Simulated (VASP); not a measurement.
# Ge (Im-3m) in VASP: a series of runs, part 2 of 2

VASP 6.6.1.

**3. Single point, revPBE (17.33 Å³/atom)**

This run uses another cell than the first one, of 17.33 Å³/atom.

INCAR reads:

```
ALGO = Normal ; EDIFF = 1E-6
ENCUT = 520 ; GGA = RE
ISIF = 2 ; ISMEAR = -1
LASPH = T ; LCHARG = F
LREAL = F ; LWAVE = F
NBANDS = 13 ; NELM = 60
PREC = Accurate ; SIGMA = 0.1
```

KPOINTS reads:

```
k-points
0
Gamma
  15 15 15
```

POSCAR reads:

```
Ge
1.0
   -1.6301608588      1.6301608588      1.6301608588
    1.6301608588     -1.6301608588      1.6301608588
    1.6301608588      1.6301608588     -1.6301608588
Ge
1
Direct
    0.0000000000      0.0000000000      0.0000000000
```

Potentials or basis: VASP PAW PBE potentials, release 64 (Ge_d).

Run with:

```bash
> cat potpaw_PBE.64/Ge_d/POTCAR > POTCAR
> mpirun -np 1 vasp_std > vasp.out
```

OUTCAR:

```text
EDIFF = 1E-6
   ENCUT = 520
   GGA = RE
   ISIF = 2
   ISMEAR = -1
   LASPH = T
   LREAL = F
   NELM = 60
   PREC = Accurate

 ion  position               nearest neighbor table
   1  0.000  0.000  0.000-

  LATTYP: Found a body centered cubic cell.
 ALAT       =     3.2603217176

  Lattice vectors:

 A1 = (  -1.6301608588,   1.6301608588,   1.6301608588)
 A2 = (   1.6301608588,  -1.6301608588,   1.6301608588)
 A3 = (   1.6301608588,   1.6301608588,  -1.6301608588)

[... 552 lines left out ...]
      4     -16.9253      2.00000
      5     -16.8802      2.00000
      6       0.9801      2.00000
      7       2.8739      2.00000
      8       7.8751      0.65588
      9      13.2761      0.00000
     10      19.9949      0.00000
     11      23.8015      0.00000
     12      26.1599      0.00000
     13      26.6155      0.00000

 [... further k-points ...]
[... 5 lines left out ...]
  --------------------------------------------------------------------------------------
  -------------------------------------------------------------------------------------
  Total        1.0263821      1.0263821      1.0263821     -0.0000000      0.0000000      0.0000000
  in kB       94.9004498     94.9004498     94.9004498     -0.0000000      0.0000000      0.0000000
  external PRESSURE =      94.9004498 kB  Pullay stress =       0.0000000 kB

 VOLUME and BASIS-vectors are now :
 -----------------------------------------------------------------------------
  energy-cutoff  :      520.00
  volume of cell :       17.33
      direct lattice vectors                 reciprocal lattice vectors
    -1.630160859  1.630160859  1.630160859     0.000000000  0.306718197  0.306718197
     1.630160859 -1.630160859  1.630160859     0.306718197  0.000000000  0.306718197
     1.630160859  1.630160859 -1.630160859     0.306718197  0.306718197  0.000000000

 POSITION                                       TOTAL-FORCE (eV/Angst)
 -----------------------------------------------------------------------------------
      0.00000      0.00000      0.00000         0.000000      0.000000      0.000000
 -----------------------------------------------------------------------------------
    total drift:                                0.000000      0.000000     -0.000000

  FREE ENERGIE OF THE ION-ELECTRON SYSTEM (eV)
  ---------------------------------------------------
  free  energy   TOTEN  =        -3.8215268123 eV

  energy  without entropy=       -3.8068734652  energy(sigma->0) =       -3.81420014
```

OSZICAR:

```text
N       E                     dE             d eps       ncg     rms          rms(c)
DAV:   1     0.622829777077E+02    0.62283E+02   -0.70820E+03  3511   0.306E+03
DAV:   2     0.130398781196E+01   -0.60979E+02   -0.58006E+02  3295   0.423E+02
DAV:   3    -0.377964550499E+01   -0.50836E+01   -0.50568E+01  3598   0.690E+01
DAV:   4    -0.383943362865E+01   -0.59788E-01   -0.59781E-01  3595   0.809E+00
DAV:   5    -0.383996425471E+01   -0.53063E-03   -0.53062E-03  3650   0.831E-01    0.143E+00
DAV:   6    -0.382768008360E+01    0.12284E-01   -0.68934E-03  3940   0.189E+00    0.794E-01
DAV:   7    -0.382170936247E+01    0.59707E-02   -0.52519E-03  3880   0.126E+00    0.626E-02
DAV:   8    -0.382151804668E+01    0.19132E-03   -0.46289E-04  3810   0.511E-01    0.310E-02
DAV:   9    -0.382152609287E+01   -0.80462E-05   -0.79008E-06  3753   0.287E-02    0.748E-03
DAV:  10    -0.382152681233E+01   -0.71945E-06   -0.29954E-07  2615   0.129E-02
   1 F= -.38215268E+01 E0= -.38142001E+01  d E =-.146533E-01
```

Wall time 18 s (1 thread of Intel Xeon 8259CL, shared host); peak memory 0.15 GiB.

Results:

```
Free energy            : -3.8215 eV
Pressure               : 9.5 GPa
Band gap on the k mesh : zero (bands 7 and 8 overlap by 13.52 eV)
```

Caveat: the cell stands under pressure; the PAW data sets were made with another functional, which shifts forces and pressure a little.

**4. Single point, revPBE (18.12 Å³/atom)**

This run uses another cell than the first one, of 18.12 Å³/atom.

INCAR reads:

```
SYSTEM = Ge
PREC = Accurate
ENCUT = 520
EDIFF = 1E-6
ISMEAR = -1
SIGMA = 0.1
LREAL = .False.
LASPH = .True.
NELM = 100
ALGO = Normal
ISIF = 2
LWAVE = .False.
LCHARG = .True.
GGA = RE
LELF = .True.
LVHAR = .True.
NBANDS = 13
```

KPOINTS reads:

```
regular mesh
0
Gamma
  15 15 15
  0 0 0
```

POSCAR reads:

```
Ge
1.0
   -1.6544952055      1.6544952055      1.6544952055
    1.6544952055     -1.6544952055      1.6544952055
    1.6544952055      1.6544952055     -1.6544952055
Ge
1
Direct
    0.0000000000      0.0000000000      0.0000000000
```

Run with:

```bash
> cat potpaw_PBE.64/Ge_d/POTCAR > POTCAR
> mpirun -np 1 vasp_std > vasp.out
```

Wall time 23 s (1 thread of Intel Xeon 8259CL, shared host); peak memory 0.15 GiB.

Results (log left out):

- Free energy: -3.8584 eV
- Pressure: 5.3 GPa
- Band gap on the k mesh: zero (bands 7 and 8 overlap by 12.84 eV)

Levels at points of the mesh, in eV from the Fermi level:
| k point | band 3 | band 4 | band 5 | band 6 | band 7 | band 8 | band 9 | band 10 | band 11 | band 12 |
| --- | --- | --- | --- | --- | --- | --- | --- | --- | --- | --- |
| (0.00, 0.00, 0.00) | -24.82 | -24.73 | -24.73 | -13.50 | 9.65 | 9.65 | 9.65 | 15.23 | 15.23 | 15.23 |

Caveat: the cell stands under pressure; the PAW data sets were made with another functional, which shifts forces and pressure a little.

**5. Single point, revPBE (18.90 Å³/atom)**

This run uses another cell than the first one, of 18.90 Å³/atom.

INCAR reads:

```
  ALGO = Normal
  EDIFF = 1E-6
  ENCUT = 520
  GGA = RE
  ISIF = 2
  ISMEAR = -1
  LASPH = T
  LCHARG = T
  LELF = T
  LREAL = F
  LVHAR = T
  LWAVE = F
  NBANDS = 13
  NELM = 80
  PREC = Accurate
  SIGMA = 0.1
```

KPOINTS reads:

```
k-points
0
Gamma
  15 15 15
```

POSCAR reads:

```
Ge
1.0
   -1.6781340450      1.6781340450      1.6781340450
    1.6781340450     -1.6781340450      1.6781340450
    1.6781340450      1.6781340450     -1.6781340450
Ge
1
Direct
    0.0000000000      0.0000000000      0.0000000000
```

Run with:

```bash
> cat potpaw_PBE.64/Ge_d/POTCAR > POTCAR
> mpirun -np 1 vasp_std > vasp.out
```

It took 19 s on 1 thread of Intel Xeon 8259CL, shared host; peak memory 0.15 GiB.

It converged, with:

```
Free energy            : -3.8771 eV
Pressure               : 2.1 GPa
Band gap on the k mesh : zero (bands 7 and 8 overlap by 12.21 eV)
```

Levels at points of the mesh, in eV from the Fermi level:
```
           k point  band 3  band 4  band 5  band 6  band 7  band 8  band 9  band 10  band 11  band 12
(0.00, 0.00, 0.00)  -24.81  -24.72  -24.72  -13.14    9.19    9.19    9.19    14.89    14.89    14.89
```

Caveat: the PAW data sets were made with another functional, which shifts forces and pressure a little.

**6. Single point, revPBE (19.69 Å³/atom)**

INCAR reads:

```
  PREC = Accurate
  ENCUT = 520
  EDIFF = 1E-7
  ISMEAR = -1
  SIGMA = 0.1
  LREAL = False
  LASPH = True
  NELM = 60
  ALGO = Normal
  ISIF = 2
  LWAVE = False
  LCHARG = False
  GGA = RE
  NBANDS = 13
```

KPOINTS reads:

```
regular mesh
0
Gamma
  15 15 15
```

POSCAR reads:

```
Ge
1.0
   -1.7011250396      1.7011250396      1.7011250396
    1.7011250396     -1.7011250396      1.7011250396
    1.7011250396      1.7011250396     -1.7011250396
Ge
1
Direct
    0.0000000000      0.0000000000      0.0000000000
```

Potentials or basis: VASP PAW PBE potentials, release 64 (Ge_d).

Run with:

```bash
> cat potpaw_PBE.64/Ge_d/POTCAR > POTCAR
> mpirun -np 1 vasp_std > vasp.out
```

Wall time 23 s (1 thread of Intel Xeon 8259CL, shared host); peak memory 0.15 GiB.

The run converged. Its results:

* Free energy: -3.8816 eV
* Pressure: -0.4 GPa
* Band gap on the k mesh: zero (bands 7 and 8 overlap by 11.64 eV)

Levels at points of the mesh, in eV from the Fermi level:
```
           k point  band 5  band 6  band 7  band 8  band 9  band 10
(0.00, 0.00, 0.00)  -24.72  -12.80    8.77    8.77    8.77    14.59
```

Caveat: the PAW data sets were made with another functional, which shifts forces and pressure a little.

**7. Overview**

```csv
cell,k mesh,gap on the mesh (eV),pressure (GPa)
"a = 2.946 Å, angles 109.5°, 1 atom",13 × 13 × 13,none,-0.1
"a = 2.824 Å, angles 109.5°, 1 atom",15 × 15 × 15,none,9.5
"a = 2.866 Å, angles 109.5°, 1 atom",15 × 15 × 15,none,5.3
"a = 2.907 Å, angles 109.5°, 1 atom",15 × 15 × 15,none,2.1
"a = 2.946 Å, angles 109.5°, 1 atom",15 × 15 × 15,none,-0.4
```

Alike in all rows: task single point; level revPBE; potentials or basis VASP PAW PBE potentials, release 64 (Ge_d); no spin polarisation; cutoff (eV) 520; smearing fermi-dirac 0.1 eV.

Caveats: the PAW data sets were made with another functional, which shifts forces and pressure a little; the cell stands under pressure (at least some runs).

Absolute energies hang on the potentials; compare differences alone.
